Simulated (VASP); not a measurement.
A run of VASP 6.6.1 is set up as follows.

INCAR

```
SYSTEM = O
  PREC = Accurate
  ENCUT = 520
  EDIFF = 1E-6
  ISMEAR = 0
  SIGMA = 0.1
  LREAL = .False.
  LASPH = .True.
  NELM = 150
  ALGO = Normal
  ISIF = 2
  LWAVE = .False.
  LCHARG = .True.
  ISPIN = 2
  MAGMOM = 1 1
  LORBIT = 11
  GGA = PE
  LELF = .True.
  LVHAR = .True.
  NBANDS = 17
```

Contents of KPOINTS:

```
Automatic mesh
0
Gamma
  8 8 8
  0 0 0
```

Contents of POSCAR:

```
O
1.0
   -1.7349724474      1.7349724474      1.4531516236
    1.7349724474     -1.7349724474      1.4531516236
    1.7349724474      1.7349724474     -1.4531516236
O
2
Direct
    0.0000000000      0.0000000000      0.0000000000
    0.7500000000      0.2500000000      0.5000000000
```

Potentials or basis: VASP PAW PBE potentials, release 64 (O).

Command:

```bash
$ cat potpaw_PBE.64/O/POTCAR > POTCAR
$ mpirun -np 1 vasp_std > vasp.out
```

(1) Estimate the net moment.

(2) Predict the pressure.

## Answers

(1) 0.00 μB per cell.

(2) -0.1 GPa.
